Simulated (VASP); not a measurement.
# Sb5O (P4/mmm) in VASP: further runs

Sb5O is run at these levels: PBE; tasks: single point.

Everything below comes from runs of VASP 6.6.1. Logs are shortened: lines on timing, memory, paths and dates and some standing lists are left out, and cuts for length are marked.

### Step 1. The cell of the first run

It takes space group P4/mmm (No. 123, tetragonal). Conventional cell: a = 4.597 Å, b = 4.597 Å, c = 9.132 Å, α = 90.00°, β = 90.00°, γ = 90.00°. Sb (site symmetry mmm) has 2 Sb at 2.30 Å within 3.0 Å. Within 3.9 Å of Sb (site symmetry 4mm) lie 6 Sb at 2.98 to 3.84 Å and 4 O at 3.58 Å. Sb (site symmetry 4/mmm) has 6 Sb at 2.30 to 3.07 Å within 3.1 Å. O (site symmetry 4/mmm) has 8 Sb at 3.58 Å and 4 O at 4.60 Å within 4.7 Å.

The cell was generated, and may not be a known phase.

### Step 2. Single point, PBE

File INCAR:

```
SYSTEM = Sb5O
PREC = Accurate
ENCUT = 520
EDIFF = 1E-7
ISMEAR = 0
SIGMA = 0.1
LREAL = .FALSE.
LASPH = .TRUE.
NELM = 60
ALGO = Normal
ISIF = 2
LWAVE = .FALSE.
LCHARG = .TRUE.
GGA = PE
LELF = .TRUE.
LVHAR = .TRUE.
NBANDS = 24
```

File KPOINTS:

```
Automatic mesh
0
G
  4 4 2
  0 0 0
```

File POSCAR:

```
Sb5O
1.0
    4.5966848500      0.0000000000      0.0000000000
    0.0000000000      4.5966848500      0.0000000000
    0.0000000000      0.0000000000      9.1324179100
Sb O
5 1
Direct
    0.0000000000      0.5000000000      0.5000000000
    0.5000000000      0.0000000000      0.5000000000
    0.0000000000      0.0000000000      0.8366489700
    0.0000000000      0.0000000000      0.1633510300
    0.0000000000      0.0000000000      0.5000000000
    0.5000000000      0.5000000000      0.0000000000
```

Potentials or basis: VASP PAW PBE potentials, release 64 (Sb, O).

On the command line:

```sh
cat potpaw_PBE.64/Sb/POTCAR potpaw_PBE.64/O/POTCAR > POTCAR
mpirun -np 1 vasp_std > vasp.out
```

OUTCAR:

```text
SYSTEM = Sb5O
   PREC = Accurate
   ENCUT = 520
   EDIFF = 1E-7
   ISMEAR = 0
   LREAL = .FALSE.
   LASPH = .TRUE.
   NELM = 60
   ISIF = 2
   GGA = PE

 ion  position               nearest neighbor table
   1  0.000  0.500  0.500-   5 2.30   5 2.30   2 3.25   2 3.25   2 3.25   2 3.25
   2  0.500  0.000  0.500-   5 2.30   5 2.30   1 3.25   1 3.25   1 3.25   1 3.25
   3  0.000  0.000  0.837-   4 2.98   5 3.07
   4  0.000  0.000  0.163-   3 2.98   5 3.07
   5  0.000  0.000  0.500-   1 2.30   2 2.30   1 2.30   2 2.30   3 3.07   4 3.07
   6  0.500  0.500  0.000-

  LATTYP: Found a simple tetragonal cell.
 ALAT       =     4.5966848500
 C/A-ratio  =     1.9867400546

  Lattice vectors:

 A1 = (   4.5966848500,   0.0000000000,   0.0000000000)
 A2 = (   0.0000000000,   4.5966848500,   0.0000000000)
 A3 = (   0.0000000000,   0.0000000000,   9.1324179100)

Analysis of symmetry for initial positions (statically):
=====================================================================
 Subroutine PRICEL returns:
 Original cell was already a primitive cell.

 Routine SETGRP: Setting up the symmetry group for a
 simple tetragonal supercell.

 Subroutine GETGRP returns: Found 16 space group operations
 (whereof 16 operations were pure point group operations)
 out of a pool of 16 trial point group operations.

The static configuration has the point symmetry D_4h.

Analysis of symmetry for dynamics (positions and initial velocities):
=====================================================================
 Subroutine PRICEL returns:
 Original cell was already a primitive cell.

 Routine SETGRP: Setting up the symmetry group for a
 simple tetragonal supercell.

 Subroutine GETGRP returns: Found 16 space group operations
 (whereof 16 operations were pure point group operations)
 out of a pool of 16 trial point group operations.

The dynamic configuration has the point symmetry D_4h.

 Subroutine INISYM returns: Found 16 space group operations
 (whereof 16 operations are pure point group operations),
 and found     1 'primitive' translations

----------------------------------------------------------------------------------------

                                     Primitive cell

  volume of cell :     192.9635

  direct lattice vectors                    reciprocal lattice vectors
     4.596684850  0.000000000  0.000000000     0.217548088  0.000000000  0.000000000
     0.000000000  4.596684850  0.000000000     0.000000000  0.217548088  0.000000000
     0.000000000  0.000000000  9.132417910     0.000000000  0.000000000  0.109500026

  length of vectors
     4.596684850  4.596684850  9.132417910     0.217548088  0.217548088  0.109500026

  position of ions in fractional coordinates (direct lattice)
     0.000000000  0.500000000  0.500000000
     0.500000000  0.000000000  0.500000000
     0.000000000  0.000000000  0.836648970
     0.000000000  0.000000000  0.163351030
     0.000000000  0.000000000  0.500000000
     0.500000000  0.500000000  0.000000000

  ion indices of the primitive-cell ions
   primitive index   ion index
                 1           1
                 2           2
                 3           3
                 4           4
                 5           5
                 6           6

----------------------------------------------------------------------------------------

 KPOINTS: Automatic mesh

Automatic generation of k-mesh.
 Grid dimensions read from file:
 generate k-points for:    4    4    2

 Generating k-lattice:

  Cartesian coordinates                     Fractional coordinates (reciprocal lattice)
     0.054387022  0.000000000  0.000000000     0.250000000  0.000000000  0.000000000
     0.000000000  0.054387022  0.000000000     0.000000000  0.250000000  0.000000000
     0.000000000  0.000000000  0.054750013     0.000000000  0.000000000  0.500000000

  Length of vectors
     0.054387022  0.054387022  0.054750013

  Shift w.r.t. Gamma in fractional coordinates (k-lattice)
     0.000000000  0.000000000  0.000000000

 Subroutine IBZKPT returns following result:
 ===========================================

 Found     12 irreducible k-points:

 Following reciprocal coordinates:
            Coordinates               Weight
  0.000000  0.000000  0.000000      1.000000
  0.250000  0.000000  0.000000      4.000000
  0.500000  0.000000  0.000000      2.000000
  0.250000  0.250000  0.000000      4.000000
  0.500000  0.250000  0.000000      4.000000
  0.500000  0.500000  0.000000      1.000000
  0.000000  0.000000  0.500000      1.000000
  0.250000  0.000000  0.500000      4.000000
  0.500000  0.000000  0.500000      2.000000
  0.250000  0.250000  0.500000      4.000000
  0.500000  0.250000  0.500000      4.000000
  0.500000  0.500000  0.500000      1.000000
   k-points           NKPTS =     12   k-points in BZ     NKDIM =     12   number of bands    NBANDS=     24
   number of dos      NEDOS =    301   number of ions     NIONS =      6
   total plane-waves  NPLWV =  90720
   dimension x,y,z NGX =    36 NGY =   36 NGZ =   70
   dimension x,y,z NGXF=    72 NGYF=   72 NGZF=  140
   ions per type =               5   1
   NGX,Y,Z   is equivalent  to a cutoff of  13.02, 13.02, 12.74 a.u.
   NGXF,Y,Z  is equivalent  to a cutoff of  26.04, 26.04, 25.49 a.u.
 SYSTEM =  Sb5O
   PREC   = accura    normal or accurate (medium, high low for compatibility)
   ISTART =      0    job   : 0-new  1-cont  2-samecut
   ICHARG =      2    charge: 1-file 2-atom 10-const
   ISPIN  =      1    spin polarized calculation?
   LNONCOLLINEAR =      F non collinear calculations
   LSORBIT =      F    spin-orbit coupling
   LASPH  =      T    aspherical Exc in radial PAW
   ENCUT  =  520.0 eV  38.22 Ry    6.18 a.u.   8.55  8.55 16.98*2*pi/ulx,y,z
   NELM   =     60;   NELMIN=  2; NELMDL= -5     # of ELM steps
   EDIFF  = 0.1E-06   stopping-criterion for ELM
   LREAL  =      F    real-space projection
   EDIFFG = 0.1E-05   stopping-criterion for IOM
   NSW    =      0    number of steps for IOM
   IBRION =     -1    ionic relax: 0-MD 1-quasi-New 2-CG
   NFREE  =      0    steps in history (QN), initial steepest desc. (CG)
   ISIF   =      2    stress and relaxation
   ISYM   =      2    0-nonsym 1-usesym 2-fastsym
   POTIM  = 0.5000    time-step for ionic-motion
   TEBEG  =    0.0;   TEEND  =   0.0 temperature during run
   PSTRESS=    0.0 pullay stress
   NELECT =      31.0000    total number of electrons
   NUPDOWN=      -1.0000    fix difference up-down
   EMIN   =  10.00;   EMAX   =-10.00  energy-range for DOS
   EFERMI =   0.00;   METHOD = LEGACY
   ISMEAR =     0;   SIGMA  =   0.10  broadening in eV -4-tet -1-fermi 0-gaus
   EFERMI_NEDOS =   21; number of points for ismear=-14 and -15
   IALGO  =     38    algorithm
   IMIX   =      4    mixing-type and parameters
     AMIX     =   0.40;   BMIX     =  1.00
     AMIX_MAG =   1.60;   BMIX_MAG =  1.00
  volume/ion in A,a.u.               =      32.16       217.03
  Fermi-wavevector in a.u.,A,eV,Ry     =   0.889960  1.681780 10.776198  0.792028
  Thomas-Fermi vector in A             =   2.011588
   LORBIT       =      0    0 simple, 1 ext, 2 COOP (PROOUT), +10 PAW based schemes
   GGA     = PE    functional components
   LHFCALC =     F    Hartree Fock is set to
   AEXX    =    0.0000 exact exchange contribution
   IVDW    =     0    specifies the selected vdW correction
   LEPSILON=     F    determine dielectric tensor
   LRPA    =     F    only Hartree local field effects (RPA)
 non-spin polarized calculation
 Gauss-broadening in eV      SIGMA  =   0.10
  energy-cutoff  :      520.00
  volume of cell :      192.96
 maximum number of plane-waves:      5240
 NGX is ok and might be reduce to    36
   NGX = 17   NGY = 17   NGZ = 33

 number of electron      31.0000003 magnetization

 Free energy of the ion-electron system (eV)
  ---------------------------------------------------
  ext. energy  EPLUGINS =         0.00000000
  ---------------------------------------------------
  free energy    TOTEN  =       -10.29753845 eV

  energy without entropy =      -10.26922969  energy(sigma->0) =      -10.28338407

 E-fermi :   4.3663     XC(G=0):  -8.4960

 val. band max:        4.3215431014   @ k =   0.2500   0.2500   0.5000
 cond. band min:       4.3866953397   @ k =   0.5000   0.0000   0.0000
 fundamental gap:      0.0651522383
 Fermi energy:         4.3662566207

 k-point     1 :       0.0000    0.0000    0.0000
  band No.  band energies     occupation
      1     -10.9651      2.00000
      2     -10.8939      2.00000
      3      -5.0997      2.00000
      4      -4.5346      2.00000
      5      -3.2635      2.00000
      6      -3.1685      2.00000
[... 16 lines left out ...]
     23       9.2073      0.00000
     24       9.6155      0.00000

 k-point     2 :       0.2500    0.0000    0.0000
  band No.  band energies     occupation
      1     -10.9456      2.00000
      2     -10.5875      2.00000
      3      -5.9671      2.00000
      4      -5.0388      2.00000
      5      -4.3900      2.00000
      6      -2.9057      2.00000
[... 16 lines left out ...]
     23      10.0537      0.00000
     24      10.0904      0.00000

 k-point     3 :       0.5000    0.0000    0.0000
  band No.  band energies     occupation
      1     -10.9356      2.00000
      2     -10.1149      2.00000
      3      -7.3471      2.00000
      4      -4.9987      2.00000
      5      -4.2305      2.00000
      6      -2.5939      2.00000
[... 16 lines left out ...]
     23       9.3113      0.00000
     24       9.7478      0.00000

 k-point     4 :       0.2500    0.2500    0.0000
  band No.  band energies     occupation
      1     -10.9379      2.00000
      2     -10.2573      2.00000
      3      -6.0623      2.00000
      4      -5.3494      2.00000
      5      -4.8488      2.00000
      6      -4.2502      2.00000
[... 16 lines left out ...]
     23       9.8101      0.00000
     24      10.2923      0.00000

 k-point     5 :       0.5000    0.2500    0.0000
  band No.  band energies     occupation
      1     -10.9305      2.00000
      2      -9.7481      2.00000
      3      -7.1824      2.00000
      4      -5.4356      2.00000
      5      -4.8330      2.00000
      6      -4.0968      2.00000
[... 16 lines left out ...]
     23       8.7585      0.00000
     24       9.3701      0.00000

 k-point     6 :       0.5000    0.5000    0.0000
  band No.  band energies     occupation
      1     -10.9254      2.00000
      2      -9.1283      2.00000
      3      -6.9981      2.00000
      4      -6.9981      2.00000
      5      -4.7856      2.00000
      6      -3.9510      2.00000
[... 16 lines left out ...]
     23       8.9598      0.00000
     24       9.4712      0.00000

 k-point     7 :       0.0000    0.0000    0.5000
  band No.  band energies     occupation
      1     -10.9537      2.00000
      2     -10.9046      2.00000
      3      -5.4589      2.00000
      4      -3.7519      2.00000
      5      -3.2635      2.00000
      6      -3.1678      2.00000
[... 16 lines left out ...]
     23       9.2083      0.00000
     24       9.2123      0.00000

 k-point     8 :       0.2500    0.0000    0.5000
  band No.  band energies     occupation
      1     -10.9447      2.00000
      2     -10.5871      2.00000
      3      -5.9612      2.00000
      4      -5.3855      2.00000
      5      -3.6522      2.00000
      6      -2.9049      2.00000
[... 16 lines left out ...]
     23       9.3557      0.00000
     24      10.4623      0.00000

 k-point     9 :       0.5000    0.0000    0.5000
  band No.  band energies     occupation
      1     -10.9356      2.00000
      2     -10.1127      2.00000
      3      -7.3471      2.00000
      4      -5.3092      2.00000
      5      -3.5547      2.00000
      6      -2.5930      2.00000
[... 16 lines left out ...]
     23       8.6574      0.00000
     24       9.6441      0.00000

 k-point    10 :       0.2500    0.2500    0.5000
  band No.  band energies     occupation
      1     -10.9376      2.00000
      2     -10.2558      2.00000
      3      -6.0620      2.00000
      4      -5.2979      2.00000
      5      -5.2665      2.00000
      6      -3.4803      2.00000
[... 16 lines left out ...]
     23       9.5707      0.00000
     24      10.7211      0.00000

 k-point    11 :       0.5000    0.2500    0.5000
  band No.  band energies     occupation
      1     -10.9305      2.00000
      2      -9.7453      2.00000
      3      -7.1823      2.00000
      4      -5.3991      2.00000
      5      -5.2052      2.00000
      6      -3.3883      2.00000
[... 16 lines left out ...]
     23       8.6109      0.00000
     24       8.7530      0.00000

 k-point    12 :       0.5000    0.5000    0.5000
  band No.  band energies     occupation
      1     -10.9253      2.00000
      2      -9.1239      2.00000
      3      -6.9979      2.00000
      4      -6.9979      2.00000
      5      -5.0934      2.00000
      6      -3.3067      2.00000
[... 16 lines left out ...]
     23       8.5262      0.00000
     24       8.9598      0.00000

------------------------ aborting loop because EDIFF is reached ----------------------------------------

  FORCE on cell =-STRESS in cart. coord.  units (eV):
  Direction    XX          YY          ZZ          XY          YZ          ZX
  --------------------------------------------------------------------------------------
  -------------------------------------------------------------------------------------
  Total       44.5474140     44.5474140     -4.1002084      0.0000000     -0.0000000      0.0000000
  in kB      369.8774414    369.8774414    -34.0440543      0.0000000     -0.0000000      0.0000000
  external PRESSURE =     235.2369428 kB  Pullay stress =       0.0000000 kB

 VOLUME and BASIS-vectors are now :
 -----------------------------------------------------------------------------
  energy-cutoff  :      520.00
  volume of cell :      192.96
      direct lattice vectors                 reciprocal lattice vectors
     4.596684850  0.000000000  0.000000000     0.217548088  0.000000000  0.000000000
     0.000000000  4.596684850  0.000000000     0.000000000  0.217548088  0.000000000
     0.000000000  0.000000000  9.132417910     0.000000000  0.000000000  0.109500026

 POSITION                                       TOTAL-FORCE (eV/Angst)
 -----------------------------------------------------------------------------------
      0.00000      2.29834      4.56621         0.000000      0.000000      0.000000
      2.29834      0.00000      4.56621         0.000000      0.000000      0.000000
      0.00000      0.00000      7.64063         0.000000      0.000000      1.828223
      0.00000      0.00000      1.49179        -0.000000      0.000000     -1.828223
      0.00000      0.00000      4.56621         0.000000      0.000000      0.000000
      2.29834      2.29834      0.00000         0.000000      0.000000      0.000000
 -----------------------------------------------------------------------------------
    total drift:                                0.000000      0.000000      0.000000

  FREE ENERGIE OF THE ION-ELECTRON SYSTEM (eV)
  ---------------------------------------------------
  free  energy   TOTEN  =       -10.2975384481 eV

  energy  without entropy=      -10.2692296932  energy(sigma->0) =      -10.28338407
```

It took 93 s on 1 thread of Oxide Virtual Turin-like, shared host; peak memory 0.25 GiB.

Results:

| Quantity | Value |
| --- | --- |
| Free energy | -10.2975 eV |
| Pressure | 23.5 GPa |
| Largest force | 1.828 eV/Å |
| Band gap on the k mesh | zero (an odd number of electrons rules out a gap without spin polarisation) |

Forces in eV/Å, atoms in the order of the input:
```
Sb   0.000  0.000  0.000
Sb   0.000  0.000  0.000
Sb   0.000  0.000  1.828
Sb   0.000  0.000 -1.828
Sb   0.000  0.000  0.000
O    0.000  0.000  0.000
```

Stress tensor (GPa, compression positive):
```
36.99  0.00  0.00
 0.00 36.99  0.00
 0.00  0.00 -3.40
```

Caveat: the stress differs along the axes, from -3 to 37 GPa; spin-orbit coupling is left out, which moves the levels of the heavy elements; an odd number of electrons without spin polarisation forces a metal; a magnetic or distorted state may lie lower.

### Step 3. Single point, PBE

This run uses another cell than the first one, of 45.24 Å³/atom.

File INCAR:

```
PREC = Accurate
ENCUT = 520
EDIFF = 1E-7
ISMEAR = 0
SIGMA = 0.1
LREAL = False
LASPH = True
NELM = 60
ALGO = Normal
ISIF = 2
LWAVE = False
LCHARG = False
GGA = PE
NBANDS = 24
```

File KPOINTS:

```
Automatic mesh
0
Gamma
  4 4 2
```

File POSCAR:

```
Sb5O
1.0
    5.5737372476      0.0000000000      0.0000000000
    0.0000000000      5.5737372476      0.0000000000
    0.0000000000      0.0000000000      8.7372132598
Sb O
5 1
Direct
    0.0000000000      0.5000000000      0.5000000000
    0.5000000000      0.0000000000      0.5000000000
    0.0000000000      0.0000000000      0.8481464437
    0.0000000000      0.0000000000      0.1518535563
    0.0000000000      0.0000000000      0.5000000000
    0.5000000000      0.5000000000      0.0000000000
```

Potentials or basis: VASP PAW PBE potentials, release 64 (Sb, O).

On the command line:

```sh
cat potpaw_PBE.64/Sb/POTCAR potpaw_PBE.64/O/POTCAR > POTCAR
mpirun -np 1 vasp_std > vasp.out
```

Wall time 2.5 min (1 thread of Oxide Virtual Turin-like, shared host); peak memory 0.3 GiB.

Results (log left out):

```
Free energy            : -17.3535 eV
Pressure               : 0.0 GPa
Largest force          : 0.009 eV/Å
Band gap on the k mesh : zero (an odd number of electrons rules out a gap without spin polarisation)
```

Forces in eV/Å, atoms in the order of the input:
```
Sb   0.000  0.000  0.000
Sb   0.000  0.000  0.000
Sb   0.000  0.000 -0.009
Sb   0.000  0.000  0.009
Sb   0.000  0.000  0.000
O    0.000  0.000  0.000
```

Stress tensor (GPa, compression positive):
```
-0.06  0.00  0.00
 0.00 -0.06  0.00
 0.00  0.00  0.12
```

Levels at points of the mesh, in eV from the Fermi level:
```
           k point  band 13  band 14  band 15  band 16  band 17  band 18
(0.00, 0.00, 0.00)    -0.16     0.02     0.06     0.06     0.30     0.30
(0.50, 0.00, 0.00)    -0.76    -0.66    -0.23    -0.20    -0.06     0.61
(0.50, 0.50, 0.00)    -1.38    -0.11     0.01     0.07     0.07     0.86
(0.00, 0.00, 0.50)    -0.10     0.01     0.02     0.02     0.28     0.28
(0.50, 0.00, 0.50)    -0.31    -0.20    -0.19     0.05     0.13     0.62
(0.50, 0.50, 0.50)    -0.09     0.01     0.26     0.26     0.47     0.47
```

Caveat: spin-orbit coupling is left out, which moves the levels of the heavy elements; an odd number of electrons without spin polarisation forces a metal; a magnetic or distorted state may lie lower.

The gap in the log of VASP goes by the Fermi energy; the results here count the filled bands.